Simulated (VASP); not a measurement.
## LiF: single point with PBE

LiF:

```xyz
2
Lattice="0.0000 2.0276 2.0276 2.0276 0.0000 2.0276 2.0276 2.0276 0.0000" Properties=species:S:1:pos:R:3 pbc="T T T"
Li    0.0000    0.0000    0.0000
F     2.0276    2.0276    2.0276
```

This cell differs from its parent crystal: volume changed by +5%.

```json
{
  "Program": "VASP 6.6.1",
  "Task": "single point",
  "Functional": "PBE",
  "Potentials or basis": "VASP PAW PBE potentials, release 64 (Li_sv, F)",
  "Cutoff": "520 eV",
  "k mesh": "6 × 6 × 6",
  "Occupations": "gaussian, width 0.01 eV",
  "Spin": "no spin polarisation"
}
```

The band gap on the k mesh is 8.91 eV, direct.

Levels at points of the mesh, in eV from the valence-band top:
```tsv
k point	band 3	band 4	band 5	band 6	band 7	band 8
(0.00, 0.00, 0.00)	0.00	0.00	0.00	8.91	23.70	23.70
(0.50, 0.00, 0.00)	-2.46	-0.22	-0.22	10.67	16.50	18.73
(0.50, 0.50, 0.00)	-2.92	-0.97	-0.97	14.62	16.38	17.21
```

Wall time 4.9 s on 1 thread of Intel Xeon 8259CL, on a shared host, peak memory 0.13 GiB.

Caveat: the k points lie up to 0.45 Å⁻¹ apart.
